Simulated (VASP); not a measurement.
# C10O in VASP: notebook, part 2 of 2

VASP 6.6.1.

## 4. Single point, PBE+D3(BJ)

INCAR

```
SYSTEM = C10O
PREC     = Accurate       ! precision mode
ENCUT    = 520            ! plane-wave cutoff, eV
EDIFF    = 1E-6           ! SCF threshold, eV
ISMEAR   = 0              ! smearing method
SIGMA    = 0.1            ! smearing width, eV
LREAL    = .False.        ! projectors in reciprocal space
LASPH    = .True.         ! aspherical terms in the spheres
NELM     = 100            ! most SCF steps
ALGO     = Normal         ! electronic algorithm
ISIF     = 2              ! what is computed and relaxed
LWAVE    = .False.        ! write WAVECAR
LCHARG   = .False.        ! write CHGCAR
LDIPOL   = .True.       
IDIPOL   = 3            
DIPOL    = 0.5 0.5 0.494
GGA      = PE             ! functional
IVDW     = 12             ! dispersion correction
NBANDS   = 34             ! bands
```

KPOINTS

```
Automatic mesh
0
Gamma
  12 12 1
  0 0 0
```

POSCAR

```
C10O
1.0
    2.4655379958      0.0000000000      0.0000000000
   -1.2327689979      2.1341461202      0.0000000000
    0.0000000000      0.0000000000     32.5979677131
C O
10 1
Direct
    0.0833101794      0.1666203587      0.2607524516
    0.4166898207      0.8333796413      0.2607524516
    0.5833101794      0.1666203587      0.3650391123
    0.9166898206      0.8333796413      0.3650391123
    0.0833101794      0.1666203587      0.4693232410
    0.4166898207      0.8333796413      0.4693232410
    0.5833101794      0.1666203587      0.5736099016
    0.9166898206      0.8333796413      0.5736099016
    0.0833101794      0.1666203587      0.6778940303
    0.4166898207      0.8333796413      0.6778940303
    0.0833101794      0.4166203587      0.7388294550
```

Potentials or basis: VASP PAW PBE potentials, release 64 (C, O).

Started as:

```
$ cat potpaw_PBE.64/C/POTCAR potpaw_PBE.64/O/POTCAR > POTCAR
$ mpirun -np 1 vasp_std > vasp.out
```

OUTCAR:

```text
SYSTEM = C10O
   PREC = Accurate
   ENCUT = 520
   EDIFF = 1E-6
   ISMEAR = 0
   LREAL = .False.
   LASPH = .True.
   NELM = 100
   ISIF = 2
   GGA = PE
   IVDW = 12
 IVDW          = 12

 ion  position               nearest neighbor table
   1  0.083  0.167  0.261-   2 1.42   2 1.42   2 1.42
   2  0.417  0.833  0.261-   1 1.42   1 1.42   1 1.42
   3  0.583  0.167  0.365-   4 1.42   4 1.42   4 1.42
   4  0.917  0.833  0.365-   3 1.42   3 1.42   3 1.42
   5  0.083  0.167  0.469-   6 1.42   6 1.42   6 1.42
[... 1127 lines left out ...]

 VOLUME and BASIS-vectors are now :
 -----------------------------------------------------------------------------
  energy-cutoff  :      520.00
  volume of cell :      171.52
      direct lattice vectors                 reciprocal lattice vectors
     2.465537996  0.000000000  0.000000000     0.405590991  0.234285739  0.000000000
    -1.232768998  2.134146120  0.000000000     0.000000000  0.468571477  0.000000000
     0.000000000  0.000000000 32.597967713     0.000000000  0.000000000  0.030676759

 POSITION                                       TOTAL-FORCE (eV/Angst)
 -----------------------------------------------------------------------------------
      0.00000      0.35559      8.50000        -0.000105      0.021078      0.000850
      0.00000      1.77855      8.50000         0.000092     -0.021094      0.000818
      1.23277      0.35559     11.89953        -0.000108      0.005104     -0.001112
      1.23277      1.77855     11.89953         0.000093     -0.005109     -0.001223
      0.00000      0.35559     15.29898        -0.000557      0.016246      0.003349
      0.00000      1.77855     15.29898         0.000497     -0.016382      0.003072
      1.23277      0.35559     18.69852        -0.003023      0.013188     -0.009785
      1.23277      1.77855     18.69852         0.000331     -0.013035     -0.010724
      0.00000      0.35559     22.09797        -0.290912     -0.091408      0.150296
      0.00000      1.77855     22.09797        -0.117495      0.050298     -0.672409
     -0.30819      0.88913     24.08434         0.411187      0.041114      0.536868
 -----------------------------------------------------------------------------------
    total drift:                                0.000067     -0.000038     -0.001987

  FREE ENERGIE OF THE ION-ELECTRON SYSTEM (eV)
  ---------------------------------------------------
  free  energy   TOTEN  =       -95.4554688862 eV

  energy  without entropy=      -95.4422650927  energy(sigma->0) =      -95.44886699

 vacuum level on the upper side and lower side of the slab         7.864         3.517
```

OSZICAR:

```text
N       E                     dE             d eps       ncg     rms          rms(c)
DAV:   1     0.286911923578E+03    0.28691E+03   -0.21665E+04  5048   0.117E+03
DAV:   2    -0.711461116094E+02   -0.35806E+03   -0.34172E+03  6936   0.276E+02
DAV:   3    -0.990008829683E+02   -0.27855E+02   -0.27406E+02  6052   0.792E+01
[... 20 lines left out ...]
DAV:  24    -0.939236531538E+02    0.21224E-04   -0.59191E-05  6028   0.416E-02    0.311E-02
DAV:  25    -0.939236799451E+02   -0.26791E-04   -0.40371E-05  5768   0.594E-02    0.329E-02
DAV:  26    -0.939237106232E+02   -0.30678E-04   -0.91190E-06  5624   0.249E-02    0.278E-02
DAV:  27    -0.939237396572E+02   -0.29034E-04   -0.86588E-06  5780   0.256E-02    0.208E-02
DAV:  28    -0.939237488300E+02   -0.91728E-05   -0.38369E-06  5580   0.128E-02    0.175E-02
DAV:  29    -0.939237483371E+02    0.49290E-06   -0.22861E-06  3912   0.162E-02
   1 F= -.95455469E+02 E0= -.95448867E+02  d E =-.132038E-01
```

Run time: 20 min. Hardware: 1 thread of Oxide Virtual Turin-like, shared host; peak memory 0.45 GiB.

Results:

* Free energy: -95.4555 eV
* Largest force: 0.684 eV/Å
* Band gap on the k mesh: zero (bands 23 and 24 overlap by 1.32 eV)
* Dispersion energy per atom: -0.139 eV

Forces in eV/Å, atoms in the order of the input:
```
C    0.000  0.021  0.001
C    0.000 -0.021  0.001
C    0.000  0.005 -0.001
C    0.000 -0.005 -0.001
C   -0.001  0.016  0.003
C    0.000 -0.016  0.003
C   -0.003  0.013 -0.010
C    0.000 -0.013 -0.011
C   -0.291 -0.091  0.150
C   -0.117  0.050 -0.672
O    0.411  0.041  0.537
```

## 5. Single point, PBE+D3(BJ)

Changes to INCAR since step 4:

```diff
@@ -8,3 +8,3 @@
 LASPH    = .True.         ! aspherical terms in the spheres
-NELM     = 100            ! most SCF steps
+NELM     = 80             ! most SCF steps
 ALGO     = Normal         ! electronic algorithm
@@ -15,3 +15,3 @@
 IDIPOL   = 3            
-DIPOL    = 0.5 0.5 0.494
+DIPOL    = 0.5 0.5 0.495
 GGA      = PE             ! functional
```

KPOINTS is that of step 4.

Changes to POSCAR since step 4:

```diff
@@ -18,2 +18,2 @@
     0.4166898207      0.8333796413      0.6778940303
-    0.0833101794      0.4166203587      0.7388294550
+    0.0833101794      0.4166203587      0.7541678345
```

Potentials or basis: VASP PAW PBE potentials, release 64 (C, O).

Started as:

```
$ cat potpaw_PBE.64/C/POTCAR potpaw_PBE.64/O/POTCAR > POTCAR
$ mpirun -np 1 vasp_std > vasp.out
```

OUTCAR:

```text
SYSTEM = C10O
   PREC = Accurate
   ENCUT = 520
   EDIFF = 1E-6
   ISMEAR = 0
   LREAL = .False.
   LASPH = .True.
   NELM = 80
   ISIF = 2
   GGA = PE
   IVDW = 12
 IVDW          = 12

 ion  position               nearest neighbor table
   1  0.083  0.167  0.261-   2 1.42   2 1.42   2 1.42
   2  0.417  0.833  0.261-   1 1.42   1 1.42   1 1.42
   3  0.583  0.167  0.365-   4 1.42   4 1.42   4 1.42
   4  0.917  0.833  0.365-   3 1.42   3 1.42   3 1.42
   5  0.083  0.167  0.469-   6 1.42   6 1.42   6 1.42
[... 1125 lines left out ...]

 VOLUME and BASIS-vectors are now :
 -----------------------------------------------------------------------------
  energy-cutoff  :      520.00
  volume of cell :      171.52
      direct lattice vectors                 reciprocal lattice vectors
     2.465537996  0.000000000  0.000000000     0.405590991  0.234285739  0.000000000
    -1.232768998  2.134146120  0.000000000     0.000000000  0.468571477  0.000000000
     0.000000000  0.000000000 32.597967713     0.000000000  0.000000000  0.030676759

 POSITION                                       TOTAL-FORCE (eV/Angst)
 -----------------------------------------------------------------------------------
      0.00000      0.35559      8.50000        -0.000131      0.001292      0.001574
      0.00000      1.77855      8.50000         0.000134     -0.001285      0.001584
      1.23277      0.35559     11.89953        -0.000105     -0.000429     -0.001206
      1.23277      1.77855     11.89953         0.000107      0.000438     -0.001146
      0.00000      0.35559     15.29898        -0.000533      0.003940      0.002851
      0.00000      1.77855     15.29898         0.000509     -0.003957      0.002900
      1.23277      0.35559     18.69852        -0.001021     -0.036581     -0.009217
      1.23277      1.77855     18.69852         0.000146      0.036512     -0.009494
      0.00000      0.35559     22.09797        -0.032559     -0.057196      0.052231
      0.00000      1.77855     22.09797        -0.060210      0.050576     -0.179195
     -0.30819      0.88913     24.58434         0.093664      0.006690      0.139118
 -----------------------------------------------------------------------------------
    total drift:                               -0.000004      0.000010     -0.002663

  FREE ENERGIE OF THE ION-ELECTRON SYSTEM (eV)
  ---------------------------------------------------
  free  energy   TOTEN  =       -95.6504306350 eV

  energy  without entropy=      -95.6354323392  energy(sigma->0) =      -95.64293149

 vacuum level on the upper side and lower side of the slab         8.409         3.450
```

stdout:

```text
POSCAR found type information on POSCAR C O
 POSCAR found :  2 types and      11 ions
 scaLAPACK will be used
 LDA part: xc-table for (Slater+PW92), standard interpolation
 POSCAR, INCAR and KPOINTS ok, starting setup
 FFT: planning ... GRIDC
 FFT: planning ... GRID_SOFT
 FFT: planning ... GRID
 WAVECAR not read
 entering main loop
```

It took 15 min on 1 thread of Oxide Virtual Turin-like, shared host; peak memory 0.45 GiB.

Results:

```yaml
Free_energy: -95.6504 eV
Largest_force: 0.196 eV/Å
Band_gap_on_the_k_mesh: zero (bands 23 and 24 overlap by 1.57 eV)
Dispersion_energy_per_atom: -0.139 eV
```

Forces on the atoms (eV/Å):
```
C    0.000  0.001  0.002
C    0.000 -0.001  0.002
C    0.000  0.000 -0.001
C    0.000  0.000 -0.001
C   -0.001  0.004  0.003
C    0.001 -0.004  0.003
C   -0.001 -0.037 -0.009
C    0.000  0.037 -0.009
C   -0.033 -0.057  0.052
C   -0.060  0.051 -0.179
O    0.094  0.007  0.139
```

Levels at points of the mesh, in eV from the Fermi level:
| k point | band 20 | band 21 | band 22 | band 23 | band 24 | band 25 | band 26 | band 27 |
| --- | --- | --- | --- | --- | --- | --- | --- | --- |
| (0.00, 0.00, 0.00) | -2.47 | -2.47 | -1.47 | 1.19 | 1.20 | 3.59 | 4.66 | 5.09 |
| (0.50, 0.00, 0.00) | -2.36 | -2.31 | -1.95 | 0.02 | 0.31 | 1.69 | 1.74 | 1.81 |
| (0.50, 0.50, 0.00) | -2.36 | -2.31 | -2.05 | 0.15 | 0.32 | 1.69 | 1.74 | 1.81 |
| (0.00, 0.50, 0.00) | -2.16 | -1.81 | -1.35 | -0.54 | 0.32 | 1.13 | 1.46 | 1.89 |

## 6. Summary

```csv
cell,gap on the mesh (eV),largest force (eV/Å)
"as given, atomic positions A",none,2.32
"as given, atomic positions B",none,3.63
"as given, atomic positions C",none,0.68
"as given, atomic positions D",none,0.20
```

Alike in all rows: task single point; level PBE+D3(BJ); potentials or basis VASP PAW PBE potentials, release 64 (C, O); no spin polarisation; k mesh 12 × 12 × 1; cutoff (eV) 520; smearing gaussian 0.1 eV.

Total energies depend on the potentials used, so only differences within one code and one set of settings carry meaning.
